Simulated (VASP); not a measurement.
# Cs2ZrS6 in VASP: further runs

The runs below take Cs2ZrS6 through single point, with PBE.

Program: VASP 6.6.1. These are calculated values, not measurements. Logs are shortened: lines on timing, memory, paths and dates and some standing lists are left out, and cuts for length are marked.

## (1) The cell of the first run

The typed cell holds 9 atoms: a = 7.085 Å, b = 7.085 Å, c = 5.537 Å, α = 90.00°, β = 90.00°, γ = 60.00°.

## (2) Single point, PBE

File INCAR:

```
ALGO     = Normal         # electronic algorithm
EDIFF    = 1E-7           # SCF threshold, eV
ENCUT    = 520            # plane-wave cutoff, eV
GGA      = PE             # functional
ISIF     = 2              # what is computed and relaxed
ISMEAR   = -1             # smearing method
LASPH    = T              # aspherical terms in the spheres
LCHARG   = F              # write CHGCAR
LREAL    = F              # projectors in reciprocal space
LWAVE    = F              # write WAVECAR
NBANDS   = 43             # bands
NELM     = 60             # most SCF steps
PREC     = Accurate       # precision mode
SIGMA    = 0.1            # smearing width, eV
```

File KPOINTS:

```
k-points
0
Gamma
  3 3 3
```

File POSCAR:

```
Cs2ZrS6
1.0
    3.5424010000      6.1356160000      0.0000000000
   -3.5424010000      6.1356160000      0.0000000000
    0.0000000000      0.0000000000      5.5374200000
Zr S Cs
1 6 2
Direct
    0.0000000000      0.0000000000      0.0000000000
    0.1600000000      0.6800000000      0.1980000000
    0.1600000000      0.1600000000      0.1980000000
    0.6800000000      0.1600000000      0.1980000000
    0.8400000000      0.3200000000      0.8020000000
    0.3200000000      0.8400000000      0.8020000000
    0.8400000000      0.8400000000      0.8020000000
    0.3333000000      0.3334000000      0.6920000000
    0.6667000000      0.6666000000      0.3080000000
```

Potentials or basis: VASP PAW PBE potentials, release 64 (Zr_sv, S, Cs_sv).

Command:

```bash
$ cat potpaw_PBE.64/Zr_sv/POTCAR potpaw_PBE.64/S/POTCAR potpaw_PBE.64/Cs_sv/POTCAR > POTCAR
$ mpirun -np 1 vasp_std > vasp.out
```

OUTCAR:

```text
EDIFF = 1E-7
   ENCUT = 520
   GGA = PE
   ISIF = 2
   ISMEAR = -1
   LASPH = T
   LREAL = F
   NELM = 60
   PREC = Accurate

 ion  position               nearest neighbor table
   1  0.000  0.000  0.000-   3 2.25   7 2.25   4 2.25   5 2.25   6 2.25   2 2.25
   2  0.160  0.680  0.198-   1 2.25
   3  0.160  0.160  0.198-   1 2.25
   4  0.680  0.160  0.198-   1 2.25
   5  0.840  0.320  0.802-   1 2.25
   6  0.320  0.840  0.802-   1 2.25
   7  0.840  0.840  0.802-   1 2.25
   8  0.333  0.333  0.692-
   9  0.667  0.667  0.308-

  LATTYP: Found a hexagonal cell.
 ALAT       =     7.0847998239
 C/A-ratio  =     0.7815915958

  Lattice vectors:

 A1 = (   3.5424010000,  -6.1356160000,   0.0000000000)
 A2 = (   3.5424010000,   6.1356160000,   0.0000000000)
 A3 = (   0.0000000000,   0.0000000000,   5.5374200000)

Analysis of symmetry for initial positions (statically):
=====================================================================
 Subroutine PRICEL returns:
 Original cell was already a primitive cell.

 Routine SETGRP: Setting up the symmetry group for a
 hexagonal supercell.

 Subroutine GETGRP returns: Found  4 space group operations
 (whereof  4 operations were pure point group operations)
 out of a pool of 24 trial point group operations.

The static configuration has the point symmetry C_2h.

Analysis of symmetry for dynamics (positions and initial velocities):
=====================================================================
 Subroutine PRICEL returns:
 Original cell was already a primitive cell.

 Routine SETGRP: Setting up the symmetry group for a
 hexagonal supercell.

 Subroutine GETGRP returns: Found  4 space group operations
 (whereof  4 operations were pure point group operations)
 out of a pool of 24 trial point group operations.

The dynamic configuration has the point symmetry C_2h.

 Subroutine INISYM returns: Found  4 space group operations
 (whereof  4 operations are pure point group operations),
 and found     1 'primitive' translations

----------------------------------------------------------------------------------------

                                     Primitive cell

  volume of cell :     240.7096

  direct lattice vectors                    reciprocal lattice vectors
     3.542401000  6.135616000  0.000000000     0.141147205  0.081491410  0.000000000
    -3.542401000  6.135616000  0.000000000    -0.141147205  0.081491410  0.000000000
     0.000000000  0.000000000  5.537420000     0.000000000  0.000000000  0.180589516

  length of vectors
     7.084799824  7.084799824  5.537420000     0.162982770  0.162982770  0.180589516

  position of ions in fractional coordinates (direct lattice)
     0.000000000  0.000000000  0.000000000
     0.160000000  0.680000000  0.198000000
     0.160000000  0.160000000  0.198000000
     0.680000000  0.160000000  0.198000000
     0.840000000  0.320000000  0.802000000
     0.320000000  0.840000000  0.802000000
     0.840000000  0.840000000  0.802000000
     0.333300000  0.333400000  0.692000000
     0.666700000  0.666600000  0.308000000

  ion indices of the primitive-cell ions
   primitive index   ion index
                 1           1
                 2           2
                 3           3
                 4           4
                 5           5
                 6           6
                 7           7
                 8           8
                 9           9

----------------------------------------------------------------------------------------

 KPOINTS: k-points

Automatic generation of k-mesh.
 Grid dimensions read from file:
 generate k-points for:    3    3    3

 Generating k-lattice:

  Cartesian coordinates                     Fractional coordinates (reciprocal lattice)
     0.047049068  0.027163803  0.000000000     0.333333333  0.000000000  0.000000000
    -0.047049068  0.027163803  0.000000000     0.000000000  0.333333333  0.000000000
     0.000000000  0.000000000  0.060196505     0.000000000  0.000000000  0.333333333

  Length of vectors
     0.054327590  0.054327590  0.060196505

  Shift w.r.t. Gamma in fractional coordinates (k-lattice)
     0.000000000  0.000000000  0.000000000

 Subroutine IBZKPT returns following result:
 ===========================================

 Found     10 irreducible k-points:

 Following reciprocal coordinates:
            Coordinates               Weight
  0.000000  0.000000  0.000000      1.000000
  0.333333  0.000000  0.000000      4.000000
  0.000000  0.333333  0.000000      2.000000
 -0.333333  0.333333  0.000000      2.000000
  0.000000  0.000000  0.333333      2.000000
  0.333333  0.000000  0.333333      4.000000
  0.333333  0.333333  0.333333      4.000000
  0.000000  0.333333  0.333333      2.000000
 -0.000000 -0.333333  0.333333      2.000000
 -0.333333  0.333333  0.333333      4.000000
   k-points           NKPTS =     10   k-points in BZ     NKDIM =     10   number of bands    NBANDS=     43
   number of dos      NEDOS =    301   number of ions     NIONS =      9
   total plane-waves  NPLWV = 122472
   dimension x,y,z NGX =    54 NGY =   54 NGZ =   42
   dimension x,y,z NGXF=   108 NGYF=  108 NGZF=   84
   ions per type =               1   6   2
   NGX,Y,Z   is equivalent  to a cutoff of  12.67, 12.67, 12.61 a.u.
   NGXF,Y,Z  is equivalent  to a cutoff of  25.34, 25.34, 25.22 a.u.
 SYSTEM =  unknown system
   PREC   = accura    normal or accurate (medium, high low for compatibility)
   ISTART =      0    job   : 0-new  1-cont  2-samecut
   ICHARG =      2    charge: 1-file 2-atom 10-const
   ISPIN  =      1    spin polarized calculation?
   LNONCOLLINEAR =      F non collinear calculations
   LSORBIT =      F    spin-orbit coupling
   LASPH  =      T    aspherical Exc in radial PAW
   ENCUT  =  520.0 eV  38.22 Ry    6.18 a.u.  13.17 13.17 10.30*2*pi/ulx,y,z
   NELM   =     60;   NELMIN=  2; NELMDL= -5     # of ELM steps
   EDIFF  = 0.1E-06   stopping-criterion for ELM
   LREAL  =      F    real-space projection
   EDIFFG = 0.1E-05   stopping-criterion for IOM
   NSW    =      0    number of steps for IOM
   IBRION =     -1    ionic relax: 0-MD 1-quasi-New 2-CG
   NFREE  =      0    steps in history (QN), initial steepest desc. (CG)
   ISIF   =      2    stress and relaxation
   ISYM   =      2    0-nonsym 1-usesym 2-fastsym
   POTIM  = 0.5000    time-step for ionic-motion
   TEBEG  =    0.0;   TEEND  =   0.0 temperature during run
   PSTRESS=    0.0 pullay stress
   NELECT =      66.0000    total number of electrons
   NUPDOWN=      -1.0000    fix difference up-down
   EMIN   =  10.00;   EMAX   =-10.00  energy-range for DOS
   EFERMI =   0.00;   METHOD = LEGACY
   ISMEAR =    -1;   SIGMA  =   0.10  broadening in eV -4-tet -1-fermi 0-gaus
   EFERMI_NEDOS =   21; number of points for ismear=-14 and -15
   IALGO  =     38    algorithm
   IMIX   =      4    mixing-type and parameters
     AMIX     =   0.40;   BMIX     =  1.00
     AMIX_MAG =   1.60;   BMIX_MAG =  1.00
  volume/ion in A,a.u.               =      26.75       180.49
  Fermi-wavevector in a.u.,A,eV,Ry     =   1.063551  2.009820 15.390107  1.131141
  Thomas-Fermi vector in A             =   2.199040
   LORBIT       =      0    0 simple, 1 ext, 2 COOP (PROOUT), +10 PAW based schemes
   GGA     = PE    functional components
   LHFCALC =     F    Hartree Fock is set to
   AEXX    =    0.0000 exact exchange contribution
   IVDW    =     0    specifies the selected vdW correction
   LEPSILON=     F    determine dielectric tensor
   LRPA    =     F    only Hartree local field effects (RPA)
 non-spin polarized calculation
  energy-cutoff  :      520.00
  volume of cell :      240.71
 maximum number of plane-waves:      6501
 NGX is ok and might be reduce to    54
   NGX = 27   NGY = 27   NGZ = 21

 number of electron      65.9999997 magnetization

 Free energy of the ion-electron system (eV)
  ---------------------------------------------------
  ext. energy  EPLUGINS =         0.00000000
  ---------------------------------------------------
  free energy    TOTEN  =       -35.12232871 eV

  energy without entropy =      -34.70138828  energy(sigma->0) =      -34.91185850

 E-fermi :   2.6811     XC(G=0):  -9.0436

 val. band max:        2.6227178964   @ k =  -0.3333   0.3333   0.0000
 cond. band min:       2.6860583958   @ k =   0.0000   0.3333   0.0000
 fundamental gap:      0.0633404993
 Fermi energy:         2.6810832404

 k-point     1 :       0.0000    0.0000    0.0000
  band No.  band energies     occupation
      1     -44.5462      2.00000
      2     -23.2021      2.00000
      3     -23.2021      2.00000
      4     -22.9208      2.00000
      5     -17.5153      2.00000
      6     -17.4644      2.00000
[... 35 lines left out ...]
     42       8.7530      0.00000
     43       8.8552      0.00000

 k-point     2 :       0.3333    0.0000    0.0000
  band No.  band energies     occupation
      1     -44.5462      2.00000
      2     -23.2023      2.00000
      3     -23.2021      2.00000
      4     -22.9208      2.00000
      5     -17.5032      2.00000
      6     -17.4744      2.00000
[... 35 lines left out ...]
     42       8.7193      0.00000
     43       9.1952      0.00000

 k-point     3 :       0.0000    0.3333    0.0000
  band No.  band energies     occupation
      1     -44.5462      2.00000
      2     -23.2023      2.00000
      3     -23.2021      2.00000
      4     -22.9208      2.00000
      5     -17.5032      2.00000
      6     -17.4744      2.00000
[... 35 lines left out ...]
     42       8.7191      0.00000
     43       9.1953      0.00000

 k-point     4 :      -0.3333    0.3333    0.0000
  band No.  band energies     occupation
      1     -44.5462      2.00000
      2     -23.2023      2.00000
      3     -23.2023      2.00000
      4     -22.9208      2.00000
      5     -17.4883      2.00000
      6     -17.4882      2.00000
[... 35 lines left out ...]
     42       9.1036      0.00000
     43       9.4801      0.00000

 k-point     5 :       0.0000    0.0000    0.3333
  band No.  band energies     occupation
      1     -44.5462      2.00000
      2     -23.2019      2.00000
      3     -23.2019      2.00000
      4     -22.9219      2.00000
      5     -17.5030      2.00000
      6     -17.4681      2.00000
[... 35 lines left out ...]
     42       8.8894      0.00000
     43       9.0257      0.00000

 k-point     6 :       0.3333    0.0000    0.3333
  band No.  band energies     occupation
      1     -44.5462      2.00000
      2     -23.2021      2.00000
      3     -23.2019      2.00000
      4     -22.9218      2.00000
      5     -17.4948      2.00000
      6     -17.4745      2.00000
[... 35 lines left out ...]
     42       8.8508      0.00000
     43       9.1511      0.00000

 k-point     7 :       0.3333    0.3333    0.3333
  band No.  band energies     occupation
      1     -44.5462      2.00000
      2     -23.2021      2.00000
      3     -23.2019      2.00000
      4     -22.9218      2.00000
      5     -17.4946      2.00000
      6     -17.4747      2.00000
[... 35 lines left out ...]
     42       9.0386      0.00000
     43       9.3186      0.00000

 k-point     8 :       0.0000    0.3333    0.3333
  band No.  band energies     occupation
      1     -44.5462      2.00000
      2     -23.2021      2.00000
      3     -23.2019      2.00000
      4     -22.9218      2.00000
      5     -17.4949      2.00000
      6     -17.4745      2.00000
[... 35 lines left out ...]
     42       8.8504      0.00000
     43       9.1546      0.00000

 k-point     9 :      -0.0000   -0.3333    0.3333
  band No.  band energies     occupation
      1     -44.5462      2.00000
      2     -23.2021      2.00000
      3     -23.2019      2.00000
      4     -22.9218      2.00000
      5     -17.4946      2.00000
      6     -17.4747      2.00000
[... 35 lines left out ...]
     42       9.0386      0.00000
     43       9.3115      0.00000

 k-point    10 :      -0.3333    0.3333    0.3333
  band No.  band energies     occupation
      1     -44.5462      2.00000
      2     -23.2021      2.00000
      3     -23.2021      2.00000
      4     -22.9218      2.00000
      5     -17.4842      2.00000
      6     -17.4842      2.00000
[... 35 lines left out ...]
     42       9.0177      0.00000
     43       9.4804      0.00000

------------------------ aborting loop because EDIFF is reached ----------------------------------------

  FORCE on cell =-STRESS in cart. coord.  units (eV):
  Direction    XX          YY          ZZ          XY          YZ          ZX
  --------------------------------------------------------------------------------------
  -------------------------------------------------------------------------------------
  Total       23.0500591     23.0492012     16.5618127     -0.0007266      0.0001959     -0.0003392
  in kB      153.4225764    153.4168664    110.2364192     -0.0048362      0.0013037     -0.0022580
  external PRESSURE =     139.0252873 kB  Pullay stress =       0.0000000 kB

 VOLUME and BASIS-vectors are now :
 -----------------------------------------------------------------------------
  energy-cutoff  :      520.00
  volume of cell :      240.71
      direct lattice vectors                 reciprocal lattice vectors
     3.542401000  6.135616000  0.000000000     0.141147205  0.081491410  0.000000000
    -3.542401000  6.135616000  0.000000000    -0.141147205  0.081491410  0.000000000
     0.000000000  0.000000000  5.537420000     0.000000000  0.000000000  0.180589516

 POSITION                                       TOTAL-FORCE (eV/Angst)
 -----------------------------------------------------------------------------------
      0.00000      0.00000      0.00000        -0.000000     -0.000000      0.000000
     -1.84205      5.15392      1.09641         2.992141     -1.727513      2.314504
      0.00000      1.96340      1.09641         0.000352      3.455282      2.314568
      1.84205      5.15392      1.09641        -2.992187     -1.727946      2.314568
      1.84205      7.11731      4.44101        -2.992141      1.727513     -2.314504
     -1.84205      7.11731      4.44101         2.992187      1.727946     -2.314568
      0.00000     10.30783      4.44101        -0.000352     -3.455282     -2.314568
     -0.00035      4.09062      3.83189         0.000859     -0.000496      0.081758
      0.00035      8.18062      1.70553        -0.000859      0.000496     -0.081758
 -----------------------------------------------------------------------------------
    total drift:                                0.000000     -0.000000     -0.000000

  FREE ENERGIE OF THE ION-ELECTRON SYSTEM (eV)
  ---------------------------------------------------
  free  energy   TOTEN  =       -35.1223287062 eV

  energy  without entropy=      -34.7013882841  energy(sigma->0) =      -34.91185850
```

Wall time 89 s (1 thread of Intel Xeon Platinum 8488C (Sapphire Rapids), shared host); peak memory 0.39 GiB.

What came out:

```yaml
Free_energy: -35.1223 eV
Pressure: 13.9 GPa
Largest_force: 4.159 eV/Å
Band_gap_on_the_k_mesh: zero (bands 33 and 34 overlap by 0.29 eV)
```

Forces on the atoms (eV/Å):
```
Zr   0.000  0.000  0.000
S    2.992 -1.728  2.315
S    0.000  3.455  2.315
S   -2.992 -1.728  2.315
S   -2.992  1.728 -2.315
S    2.992  1.728 -2.315
S    0.000 -3.455 -2.315
Cs   0.001  0.000  0.082
Cs  -0.001  0.000 -0.082
```

Levels at points of the mesh, in eV from the Fermi level:
```csv
k point,band 30,band 31,band 32,band 33,band 34,band 35,band 36,band 37
"(0.00, 0.00, 0.00)",-1.04,0.05,0.05,0.20,0.20,0.34,0.51,3.15
```

Caveat: the k points lie up to 0.38 Å⁻¹ apart; spin-orbit coupling is left out, which moves the levels of the heavy elements; forces of over 1 eV/Å act on the atoms, so gaps and moduli don't describe the material at rest.

(Continued in part 2 of 2.)

The gap in the log of VASP goes by the Fermi energy; the results here count the filled bands.